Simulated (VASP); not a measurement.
TaN, 6 atoms in the cell. It takes space group P-62m (No. 189, hexagonal). The conventional cell has a = 5.227 Å, b = 5.227 Å, c = 2.920 Å, α = 90.00°, β = 90.00°, γ = 120.00°. Within 3.1 Å of Ta (site symmetry -6) lie 6 N at 2.17 Å and 5 Ta at 2.92 to 3.02 Å. Within 2.7 Å of Ta (site symmetry -62m) lie 3 N at 2.05 Å. N (site symmetry m2m) has 5 Ta at 2.05 to 2.17 Å and 4 N at 2.79 Å within 2.8 Å. 

```yaml
Program: VASP 6.6.1
Task: single point
Functional: PBE
Potentials_or_basis: VASP PAW PBE potentials, release 64 (Ta_pv, N)
Cutoff: 520 eV
k_mesh: 7 × 7 × 11
Occupations: fermi-dirac, width 0.1 eV
Spin: no spin polarisation
Dipole_correction: no
Further_INCAR_settings: ALGO = Normal; EDIFF = 1e-06; NBANDS = 33
```

Potentials or basis: VASP PAW PBE potentials, release 64 (Ta_pv, N).

The run is started by

```console
$ cat potpaw_PBE.64/Ta_pv/POTCAR potpaw_PBE.64/N/POTCAR > POTCAR
$ mpirun -np 1 vasp_std > vasp.out
```

Hardware: 1 thread of Intel(R) Xeon(R) 6975P-C (Granite Rapids), with other jobs on the host.

**Question.** Estimate the wall time of this run.

**Answer.** It took 59 s on 1 thread of Intel(R) Xeon(R) 6975P-C (Granite Rapids), on a shared host, peak memory 0.23 GiB. Counts: scf iterations 14, k points 48.
